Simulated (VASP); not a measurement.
Wanted: the native input for a VASP 6.6.1 run.

* Task: single point
* Functional: BLYP
* Potentials or basis: VASP PAW PBE potentials, release 64 (Zr_sv)
* Cutoff: 520 eV
* k mesh: 13 × 13 × 4
* Occupations: fermi-dirac, width 0.1 eV
* Spin: no spin polarisation
* Dipole correction: no
* Further INCAR settings: ALGO = Normal; EDIFF = 1e-06; NBANDS = 32

The structure of Zr lies in POSCAR:

```
Zr
1.0
    3.3361913891      0.0000000000      0.0000000000
   -1.6680956945      2.8892264948      0.0000000000
    0.0000000000      0.0000000000     10.8468746306
Zr
4
Direct
    0.0000000000      1.0000000000      0.0000000000
    0.0000000000      1.0000000000      0.5000000000
    0.3333333333      0.6666666667      0.2500000000
    0.6666666667      0.3333333333      0.7500000000
```

The input as run:

INCAR

```
  PREC = Accurate
  ENCUT = 520
  EDIFF = 1E-6
  ISMEAR = -1
  SIGMA = 0.1
  LREAL = F
  LASPH = T
  NELM = 80
  ALGO = Normal
  ISIF = 2
  LWAVE = F
  LCHARG = F
  GGA = B5
  ALDAX = 1.0
  AGGAX = 1.0
  AGGAC = 1.0
  ALDAC = 0.0
  NBANDS = 32
```

KPOINTS

```
regular mesh
0
Gamma
  13 13 4
```

Potentials or basis: VASP PAW PBE potentials, release 64 (Zr_sv).

Launch:

```bash
$ cat potpaw_PBE.64/Zr_sv/POTCAR > POTCAR
$ mpirun -np 1 vasp_std > vasp.out
```

It gave:

```
Pressure               : -5.6 GPa
Band gap on the k mesh : zero (bands 24 and 25 overlap by 1.21 eV)
```

Caveat: the cell stands under tension; the PAW data sets were made with another functional, which shifts forces and pressure a little.

Run time: 4 min on 1 thread of Intel(R) Xeon(R) Platinum 8488C (Sapphire Rapids), with other jobs on the host, peak memory 0.32 GiB.
